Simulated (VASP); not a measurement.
# H (Cmce) in VASP: relaxation of cell and atoms with PBE

Aim: the relaxation of cell and atoms of H with PBE.

Everything below comes from runs of VASP 6.6.1. Logs are shortened: lines on timing, memory, paths and dates and some standing lists are left out, and cuts for length are marked.

## 1. The cell of the first run

The structure is orthorhombic, space group Cmce (No. 64). The conventional cell has a = 4.757 Å, b = 4.508 Å, c = 4.512 Å, α = 90.00°, β = 90.00°, γ = 90.00°. H (site symmetry m) has 1 H at 0.75 Å within 1.0 Å.

## 2. Relaxation of cell and atoms, PBE

INCAR reads:

```
SYSTEM = H
PREC = Accurate ; ENCUT = 1230
EDIFF = 1E-7 ; ISMEAR = 0
SIGMA = 0.02 ; LREAL = .FALSE.
LASPH = .TRUE. ; NELM = 120
ALGO = Normal ; ISIF = 3
LWAVE = .FALSE. ; LCHARG = .FALSE.
GGA = PE ; IBRION = 2
NSW = 70 ; EDIFFG = -0.02
GGA_COMPAT = .FALSE. ; NELMIN = 4
```

KPOINTS reads:

```
regular mesh
0
G
  6 6 4
  0 0 0
```

POSCAR reads:

```
H
1.0
    2.3784155789     -2.2540820768      0.0000000000
    2.3784155789      2.2540820768      0.0000000000
    0.0000000000      0.0000000000      4.5123637547
H
4
Direct
    0.9400013801      0.0599986199      0.0577145415
    0.4400013801      0.5599986199      0.4422854585
    0.5599986199      0.4400013801      0.5577145415
    0.0599986199      0.9400013801      0.9422854585
```

Potentials or basis: VASP PAW PBE potentials, release 64 (H_h).

The run is started by

```
> cat potpaw_PBE.64/H_h/POTCAR > POTCAR
> mpirun -np 1 vasp_std > vasp.out
```

OUTCAR:

```text
SYSTEM = H
   PREC = Accurate
   ENCUT = 1230
   EDIFF = 1E-7
   ISMEAR = 0
   LREAL = .FALSE.
   LASPH = .TRUE.
   NELM = 120
   ISIF = 3
   GGA = PE
   IBRION = 2
   NSW = 70
   EDIFFG = -0.02
   NELMIN = 4

 ion  position               nearest neighbor table
   1  0.940  0.060  0.058-   4 0.75
   2  0.440  0.560  0.442-   3 0.75
   3  0.560  0.440  0.558-   2 0.75
   4  0.060  0.940  0.942-   1 0.75

  LATTYP: Found a base centered orthorhombic cell.
 ALAT       =     4.5081641536
 B/A-ratio  =     1.0551592612
 C/A-ratio  =     1.0009315546

  Lattice vectors:

 A1 = (  -2.3784155789,  -2.2540820768,   0.0000000000)
 A2 = (   2.3784155789,  -2.2540820768,   0.0000000000)
 A3 = (   0.0000000000,   0.0000000000,   4.5123637547)

Analysis of symmetry for initial positions (statically):
=====================================================================
 Subroutine PRICEL returns:
 Original cell was already a primitive cell.

 Routine SETGRP: Setting up the symmetry group for a
 base centered orthorhombic supercell.

 Subroutine GETGRP returns: Found  8 space group operations
 (whereof  4 operations were pure point group operations)
 out of a pool of  8 trial point group operations.

The static configuration has the point symmetry C_2h.
 The point group associated with its full space group is D_2h.

Analysis of symmetry for dynamics (positions and initial velocities):
=====================================================================
 Subroutine PRICEL returns:
 Original cell was already a primitive cell.

 Routine SETGRP: Setting up the symmetry group for a
 base centered orthorhombic supercell.

 Subroutine GETGRP returns: Found  8 space group operations
 (whereof  4 operations were pure point group operations)
 out of a pool of  8 trial point group operations.

The dynamic configuration has the point symmetry C_2h.
 The point group associated with its full space group is D_2h.

 Subroutine INISYM returns: Found  8 space group operations
 (whereof  4 operations are pure point group operations),
 and found     1 'primitive' translations

----------------------------------------------------------------------------------------

                                     Primitive cell

  volume of cell :      48.3829

  direct lattice vectors                    reciprocal lattice vectors
     2.378415579 -2.254082077  0.000000000     0.210223985 -0.221819784  0.000000000
     2.378415579  2.254082077  0.000000000     0.210223985  0.221819784  0.000000000
     0.000000000  0.000000000  4.512363755     0.000000000  0.000000000  0.221613339

  length of vectors
     3.276850115  3.276850115  4.512363755     0.305611093  0.305611093  0.221613339

  position of ions in fractional coordinates (direct lattice)
     0.940001380  0.059998620  0.057714541
     0.440001380  0.559998620  0.442285459
     0.559998620  0.440001380  0.557714541
     0.059998620  0.940001380  0.942285459

  ion indices of the primitive-cell ions
   primitive index   ion index
                 1           1
                 2           2
                 3           3
                 4           4

----------------------------------------------------------------------------------------

 KPOINTS: regular mesh

Automatic generation of k-mesh.
 Grid dimensions read from file:
 generate k-points for:    6    6    4

 Generating k-lattice:

  Cartesian coordinates                     Fractional coordinates (reciprocal lattice)
     0.035037331 -0.036969964  0.000000000     0.166666667  0.000000000  0.000000000
     0.035037331  0.036969964  0.000000000     0.000000000  0.166666667  0.000000000
     0.000000000  0.000000000  0.055403335     0.000000000  0.000000000  0.250000000

  Length of vectors
     0.050935182  0.050935182  0.055403335

  Shift w.r.t. Gamma in fractional coordinates (k-lattice)
     0.000000000  0.000000000  0.000000000

 Subroutine IBZKPT returns following result:
 ===========================================

 Found     39 irreducible k-points:

 Following reciprocal coordinates:
            Coordinates               Weight
  0.000000  0.000000  0.000000      1.000000
  0.166667  0.000000  0.000000      4.000000
  0.333333  0.000000  0.000000      4.000000
  0.500000 -0.000000  0.000000      2.000000
  0.166667  0.166667  0.000000      2.000000
  0.333333  0.166667  0.000000      4.000000
[... 16 lines left out ...]
  0.333333  0.333333  0.250000      4.000000
  0.500000  0.333333  0.250000      8.000000
 [... further k-points ...]
   k-points           NKPTS =     39   k-points in BZ     NKDIM =     39   number of bands    NBANDS=      6
   number of dos      NEDOS =    301   number of ions     NIONS =      4
   total plane-waves  NPLWV =  86400
   dimension x,y,z NGX =    40 NGY =   40 NGZ =   54
   dimension x,y,z NGXF=    80 NGYF=   80 NGZF=  108
   ions per type =               4
   NGX,Y,Z   is equivalent  to a cutoff of  20.29, 20.29, 19.89 a.u.
   NGXF,Y,Z  is equivalent  to a cutoff of  40.59, 40.59, 39.79 a.u.
 SYSTEM =  H
   PREC   = accura    normal or accurate (medium, high low for compatibility)
   ISTART =      0    job   : 0-new  1-cont  2-samecut
   ICHARG =      2    charge: 1-file 2-atom 10-const
   ISPIN  =      1    spin polarized calculation?
   LNONCOLLINEAR =      F non collinear calculations
   LSORBIT =      F    spin-orbit coupling
   LASPH  =      T    aspherical Exc in radial PAW
   ENCUT  = 1230.0 eV  90.40 Ry    9.51 a.u.   9.37  9.37 12.90*2*pi/ulx,y,z
   NELM   =    120;   NELMIN=  4; NELMDL= -5     # of ELM steps
   EDIFF  = 0.1E-06   stopping-criterion for ELM
   LREAL  =      F    real-space projection
   EDIFFG = -.2E-01   stopping-criterion for IOM
   NSW    =     70    number of steps for IOM
   IBRION =      2    ionic relax: 0-MD 1-quasi-New 2-CG
   NFREE  =      1    steps in history (QN), initial steepest desc. (CG)
   ISIF   =      3    stress and relaxation
   ISYM   =      2    0-nonsym 1-usesym 2-fastsym
   POTIM  = 0.5000    time-step for ionic-motion
   TEBEG  =    0.0;   TEEND  =   0.0 temperature during run
   PSTRESS=    0.0 pullay stress
   NELECT =       4.0000    total number of electrons
   NUPDOWN=      -1.0000    fix difference up-down
   EMIN   =  10.00;   EMAX   =-10.00  energy-range for DOS
   EFERMI =   0.00;   METHOD = LEGACY
   ISMEAR =     0;   SIGMA  =   0.02  broadening in eV -4-tet -1-fermi 0-gaus
   EFERMI_NEDOS =   21; number of points for ismear=-14 and -15
   IALGO  =     38    algorithm
   IMIX   =      4    mixing-type and parameters
     AMIX     =   0.40;   BMIX     =  1.00
     AMIX_MAG =   1.60;   BMIX_MAG =  1.00
  volume/ion in A,a.u.               =      12.10        81.63
  Fermi-wavevector in a.u.,A,eV,Ry     =   0.713178  1.347710  6.920225  0.508622
  Thomas-Fermi vector in A             =   1.800747
   LORBIT       =      0    0 simple, 1 ext, 2 COOP (PROOUT), +10 PAW based schemes
   GGA     = PE    functional components
   LHFCALC =     F    Hartree Fock is set to
   AEXX    =    0.0000 exact exchange contribution
   IVDW    =     0    specifies the selected vdW correction
   LEPSILON=     F    determine dielectric tensor
   LRPA    =     F    only Hartree local field effects (RPA)
 conjugate gradient relaxation of ions
 non-spin polarized calculation
 Gauss-broadening in eV      SIGMA  =   0.02
  energy-cutoff  :     1230.00
  volume of cell :       48.38
 maximum number of plane-waves:      4806
 NGX is ok and might be reduce to    40
   NGX = 19   NGY = 19   NGZ = 25

--------------------------------------- Ionic step        1  -------------------------------------------

 number of electron       4.0000000 magnetization

 Free energy of the ion-electron system (eV)
  ---------------------------------------------------
  ext. energy  EPLUGINS =         0.00000000
  ---------------------------------------------------
  free energy    TOTEN  =       -13.57150807 eV

  energy without entropy =      -13.57150807  energy(sigma->0) =      -13.57150807

------------------------ aborting loop because EDIFF is reached ----------------------------------------

  FORCE on cell =-STRESS in cart. coord.  units (eV):
  Direction    XX          YY          ZZ          XY          YZ          ZX
  --------------------------------------------------------------------------------------
  -------------------------------------------------------------------------------------
  Total        0.0897958      0.0679284      0.0757853      0.0000000      0.0000000      0.0000000
  in kB        2.9735477      2.2494177      2.5095972      0.0000000      0.0000000      0.0000000
  external PRESSURE =       2.5775209 kB  Pullay stress =       0.0000000 kB
[... 95 lines left out ...]
  FREE ENERGIE OF THE ION-ELECTRON SYSTEM (eV)
  ---------------------------------------------------
  free  energy   TOTEN  =       -13.5718057060 eV

  energy  without entropy=      -13.5718057060  energy(sigma->0) =      -13.57180571

[... ionic steps 4 to 11 ...]

--------------------------------------- Ionic step       12  -------------------------------------------

 number of electron       4.0000000 magnetization

------------------------ aborting loop because EDIFF is reached ----------------------------------------

  FORCE on cell =-STRESS in cart. coord.  units (eV):
  Direction    XX          YY          ZZ          XY          YZ          ZX
  --------------------------------------------------------------------------------------
  -------------------------------------------------------------------------------------
  Total       -0.0004720      0.0447735      0.0449484      0.0000000     -0.0000000      0.0000000
  in kB       -0.0126109      1.1963262      1.2009998      0.0000000     -0.0000000      0.0000000
  external PRESSURE =       0.7949050 kB  Pullay stress =       0.0000000 kB
[... 61 lines left out ...]
  energy  without entropy=      -13.5744731659  energy(sigma->0) =      -13.57447317

--------------------------------------- Ionic step       14  -------------------------------------------

 number of electron       4.0000000 magnetization

 Free energy of the ion-electron system (eV)
  ---------------------------------------------------
  ext. energy  EPLUGINS =         0.00000000
  ---------------------------------------------------
  free energy    TOTEN  =       -13.58011850 eV

  energy without entropy =      -13.58011850  energy(sigma->0) =      -13.58011850

 E-fermi :  -8.7578     XC(G=0):  -4.7651

 val. band max:       -8.8762760621   @ k =   0.3333   0.3333   0.0000
 cond. band min:       0.5766287477   @ k =   0.5000  -0.0000   0.5000
 fundamental gap:      9.4529048098
 Fermi energy:        -8.7577692983

 k-point     1 :       0.0000    0.0000    0.0000
  band No.  band energies     occupation
      1     -10.2719      2.00000
      2      -8.8945      2.00000
      3       1.4372      0.00000
      4       3.6246      0.00000
      5       4.9524      0.00000
      6       6.3465      0.00000

 k-point     2 :       0.1667    0.0000    0.0000
  band No.  band energies     occupation
      1     -10.1240      2.00000
      2      -8.9049      2.00000
      3       1.6726      0.00000
      4       3.2740      0.00000
      5       3.7267      0.00000
      6       6.5250      0.00000
[... 190 lines left out ...]
 k-point    24 :       0.5000    0.3333    0.2500
  band No.  band energies     occupation
      1      -9.1302      2.00000
      2      -8.9925      2.00000
      3       1.5099      0.00000
      4       2.2200      0.00000
      5       3.4890      0.00000
      6       4.8910      0.00000

 [... further k-points ...]

------------------------ aborting loop because EDIFF is reached ----------------------------------------

  FORCE on cell =-STRESS in cart. coord.  units (eV):
  Direction    XX          YY          ZZ          XY          YZ          ZX
  --------------------------------------------------------------------------------------
  -------------------------------------------------------------------------------------
  Total        0.0000113     -0.0051850     -0.0023486      0.0000000      0.0000000      0.0000000
  in kB        0.0003011     -0.1386141     -0.0627853      0.0000000      0.0000000      0.0000000
  external PRESSURE =      -0.0670328 kB  Pullay stress =       0.0000000 kB
[... 19 lines left out ...]
  FREE ENERGIE OF THE ION-ELECTRON SYSTEM (eV)
  ---------------------------------------------------
  free  energy   TOTEN  =       -13.5801184962 eV

  energy  without entropy=      -13.5801184962  energy(sigma->0) =      -13.58011850

 reached required accuracy - stopping structural energy minimisation
```

Wall time 5.3 min (1 thread of AMD EPYC 7R43 (Zen 3), shared host); peak memory 0.25 GiB.

What came out:

```
Free energy                           : -13.5801 eV
Relaxed volume                        : 14.98 Å³/atom
Relaxed cell                          : a = 3.518 Å, b = 3.518 Å, c = 4.852 Å, α = 90.00°, β = 90.00°, γ = 86.47°
Space group after relaxing (to 0.1 Å) : Cmce (No. 64)
Energy gained by relaxing             : 2.2 meV/atom
Ionic steps                           : 14
Pressure after relaxing               : 0.0 GPa
Band gap on the k mesh                : 9.45 eV (least direct gap 9.83 eV)
```

Step by step:
```csv
step,energy change (eV),largest force (eV/Å),pressure (GPa),volume (Å³)
1,0.0000,0.0230,0.26,48.38
2,-0.0002,0.0314,0.34,48.52
3,-0.0003,0.0775,0.41,48.63
4,-0.0004,0.0772,0.41,48.67
5,-0.0005,0.0763,0.40,48.76
6,-0.0009,0.0746,0.39,48.96
7,-0.0015,0.0714,0.37,49.35
8,-0.0028,0.0656,0.33,50.14
9,-0.0048,0.0565,0.26,51.75
10,-0.0074,0.0477,0.15,55.07
11,-0.0082,0.0679,0.05,62.13
12,-0.0085,0.0656,0.08,59.96
13,-0.0030,0.4283,-0.59,59.72
14,-0.0086,0.0001,-0.01,59.93
```

Final structure:
```yaml
crystal:
  lattice:
    - [2.56296, -2.40989, 0.00000]
    - [2.56296, 2.40989, 0.00000]
    - [0.00000, 0.00000, 4.85162]
  atoms:
    - { symbol: H, position: [0.94419, 0.05581, 0.05397] }
    - { symbol: H, position: [0.44419, 0.55581, 0.44603] }
    - { symbol: H, position: [0.55581, 0.44419, 0.55397] }
    - { symbol: H, position: [0.05581, 0.94419, 0.94603] }
```

Levels at points of the mesh, in eV from the valence-band top:
```csv
k point,band 1,band 2,band 3,band 4,band 5,band 6
"(0.00, 0.00, 0.00)",-1.40,-0.02,10.31,12.50,13.83,15.22
"(0.50, 0.00, 0.00)",-0.42,-0.42,10.53,10.53,13.32,13.32
"(0.50, 0.50, 0.00)",-0.23,-0.01,10.27,10.98,13.38,15.21
"(0.00, 0.00, 0.50)",-0.75,-0.75,10.82,10.82,15.68,15.68
"(0.50, 0.00, 0.50)",-0.38,-0.38,9.45,9.45,15.91,15.91
"(0.50, 0.50, 0.50)",-0.10,-0.10,11.38,11.38,12.55,12.55
```

Caveat: the volume moved by over 15 % at a fixed basis, so the end points are rough; this functional lacks dispersion, which holds the molecules together, so the pressure and a relaxed volume are unreliable.
